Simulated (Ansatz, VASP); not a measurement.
## Ta2N in VASP and in Ansatz

Contents of INCAR:

```
SYSTEM = Ta2N
ALGO = Normal ; EDIFF = 1E-6
ENCUT = 600 ; GGA = PE
GGA_COMPAT = .False. ; ISIF = 2
ISMEAR = 0 ; LASPH = .True.
LCHARG = .False. ; LREAL = .False.
LWAVE = .False. ; NBANDS = 20
NELM = 120 ; PREC = Accurate
SIGMA = 0.1
```

The input KPOINTS:

```
k-points
0
Gamma
  6 6 4
  0 0 0
```

POSCAR

```
Ta2N
1.0
    3.1128615060      0.0000000000      0.0000000000
   -1.5564307530      2.6958171426      0.0000000000
    0.0000000000      0.0000000000      4.8698410000
Ta N
2 1
Direct
    0.6666666667      0.3333333333      0.7452890000
    0.3333333333      0.6666666667      0.2547110000
    0.0000000000      0.0000000000      0.0000000000
```

Input for Ansatz:

```yaml
crystal:
  lattice:
    - [3.112861506, 0.0, 0.0]
    - [-1.556430753, 2.6958171426, 0.0]
    - [0.0, 0.0, 4.869841]
  atoms:
    - { symbol: Ta, position: [0.6666666667, 0.3333333333, 0.745289] }
    - { symbol: Ta, position: [0.3333333333, 0.6666666667, 0.254711] }
    - { symbol: "N", position: [0.0, 0.0, 0.0] }
basis:
  ecutwfc: 650
kpoints:
  mp_grid: { grid: [6, 6, 4] }
hamiltonian:
  xc: pbe
scf:
  occupations: { method: gaussian, width: 0.1 }
  max_iter: 55
output:
  forces: true
  stress: true
  eigenvalues: true
```

Alike in both runs: task single point; functional PBE; k mesh 6 × 6 × 4; occupations gaussian, width 0.1 eV; no spin polarisation.

|  | VASP | Ansatz |
| --- | --- | --- |
| version | VASP 6.6.1 | Ansatz 0.2.0 |
| potentials or method | VASP PAW PBE potentials, release 64 (Ta_pv, N), cutoff 600 eV | scalar-relativistic, plane waves, PAW |
| valence electrons in the cell | 27 | 31 |

Ansatz gave:

* gap on the k mesh at the Fermi level (eV): none
* pressure (GPa): -1.2
* traceless stress, the component that is largest in VASP (GPa): 0.41
* rms of the force components (eV/Å): 0.131

Question: What did VASP give for the same quantities?

Answer: gap on the k mesh at the Fermi level (eV): none; pressure (GPa): -0.8; traceless stress, the component that is largest in VASP (GPa): 0.33; rms of the force components (eV/Å): 0.111.

Atom by atom the forces differ by 0.020 eV/Å (rms over components). A gap of «none» marks a metal or a gap that the smearing closes. The functional is the same, so the differences come from potentials, cutoffs and numerics. VASP's potentials hold 27 valence electrons a cell and Ansatz's 31, so a difference there can come from the potentials and not from the codes.

The k mesh is coarse, so the values compare programs but aren't converged. Neither program's run includes spin-orbit coupling.
